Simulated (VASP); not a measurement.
InAs:

```
In As
1.0
     0.00000    3.09316    3.09316
     3.09316    0.00000    3.09316
     3.09316    3.09316    0.00000
In As
1 1
Direct
  0.00000 0.00000 0.00000
  0.25000 0.25000 0.25000
```

| Property | Result |
| --- | --- |
| Program | VASP 6.6.1 |
| Task | relaxation of cell and atoms |
| Functional | PBE |
| Dispersion | D3(BJ) |
| Potentials or basis | VASP PAW PBE potentials, release 64 (In_d, As) |
| Cutoff | 600 eV |
| k mesh | 12 × 12 × 12 |
| Occupations | gaussian, width 0.1 eV |
| Spin | no spin polarisation |

At the start: pressure -1.8 GPa; volume 29.59 Å³/atom.

How do energy, volume and symmetry change on relaxing?

Over 3 steps the energy falls by 5.8 meV/atom and the volume is 28.57 Å³/atom (-3.5 %); space group F-43m (No. 216, to 0.1 Å) before and after.

The path:
| step | energy change (eV) | largest force (eV/Å) | pressure (GPa) | volume (Å³) |
| --- | --- | --- | --- | --- |
| 1 | 0.0000 | 0.0000 | -1.75 | 59.19 |
| 2 | -0.0103 | 0.0000 | 0.68 | 56.46 |
| 3 | -0.0116 | 0.0000 | 0.00 | 57.13 |

Final structure:
```
In As
1.0
     0.00000    3.05695    3.05695
     3.05695    0.00000    3.05695
     3.05695    3.05695    0.00000
In As
1 1
Direct
  0.00000 0.00000 0.00000
  0.25000 0.25000 0.25000
```
